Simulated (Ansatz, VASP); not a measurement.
## One calculation of In4Sb, two programs

Contents of INCAR:

```
SYSTEM = In4Sb
PREC     = Accurate       ! precision mode
ENCUT    = 600            ! plane-wave cutoff, eV
EDIFF    = 1E-6           ! SCF threshold, eV
ISMEAR   = 0              ! smearing method
SIGMA    = 0.1            ! smearing width, eV
LREAL    = .False.        ! projectors in reciprocal space
LASPH    = .True.         ! aspherical terms in the spheres
NELM     = 60             ! most SCF steps
ALGO     = Fast           ! electronic algorithm
ISIF     = 3              ! what is computed and relaxed
LWAVE    = .False.        ! write WAVECAR
LCHARG   = .False.        ! write CHGCAR
GGA      = PE             ! functional
IBRION   = 2              ! ionic algorithm
NSW      = 100            ! ionic steps
EDIFFG   = -0.01          ! ionic threshold
```

File KPOINTS:

```
Automatic mesh
0
Gamma
  8 8 8
  0 0 0
```

The input POSCAR:

```
In4Sb
1.0
   -3.4916315875      3.4916315875      3.4916315875
    3.4916315875     -3.4916315875      3.4916315875
    3.4916315875      3.4916315875     -3.4916315875
In Sb
4 1
Direct
    0.5000000000      0.5000000000      0.5000000000
    0.5000000000      0.0000000000      0.0000000000
    0.0000000000      0.0000000000      0.5000000000
    0.0000000000      0.5000000000      0.0000000000
    0.0000000000      0.0000000000      0.0000000000
```

Input for Ansatz:

```yaml
crystal:
  lattice:
    - [-3.4916315875, 3.4916315875, 3.4916315875]
    - [3.4916315875, -3.4916315875, 3.4916315875]
    - [3.4916315875, 3.4916315875, -3.4916315875]
  atoms:
    - { symbol: In, position: [0.5, 0.5, 0.5] }
    - { symbol: In, position: [0.5, 0.0, 0.0] }
    - { symbol: In, position: [0.0, 0.0, 0.5] }
    - { symbol: In, position: [0.0, 0.5, 0.0] }
    - { symbol: Sb, position: [0.0, 0.0, 0.0] }
basis:
  ecutwfc: 420
kpoints:
  mp_grid: { grid: [8, 8, 8] }
hamiltonian:
  xc: pbe
scf:
  occupations: { method: gaussian, width: 0.1 }
output:
  forces: true
  stress: true
  eigenvalues: true
relax:
  adjacent_minimum: "off"
  f_tol: 0.01
  max_steps: 80
  cell: { stress_tol: 0.05 }
```

Change from the starting cell: species swapped into the GeF4 type (I-43m, No. 217).

Alike in both runs: task relaxation of cell and atoms; functional PBE; k mesh 8 × 8 × 8; occupations gaussian, width 0.1 eV; no spin polarisation.

```csv
,VASP,Ansatz
version,VASP 6.6.1,Ansatz 0.2.0
potentials or method,"VASP PAW PBE potentials, release 64 (In_d, Sb), cutoff 600 eV","scalar-relativistic, plane waves, PAW"
valence electrons in the cell,57,67
```

Ansatz gave:

* gap on the k mesh at the Fermi level, each at its own relaxed structure (eV): none
* relaxed volume (Å³/atom): 35.64
* relaxed length of the cell vector where the two differ most in proportion (Å): 6.140

**Question.** Which values does VASP return?

**Answer.** gap on the k mesh at the Fermi level, each at its own relaxed structure (eV): none; relaxed volume (Å³/atom): 35.63; relaxed length of the cell vector where the two differ most in proportion (Å): 6.139.

A gap of «none» marks a metal or a gap that the smearing closes. VASP's potentials hold 57 valence electrons a cell and Ansatz's 67, so a difference there can come from the potentials and not from the codes.

Neither program's run includes spin-orbit coupling.
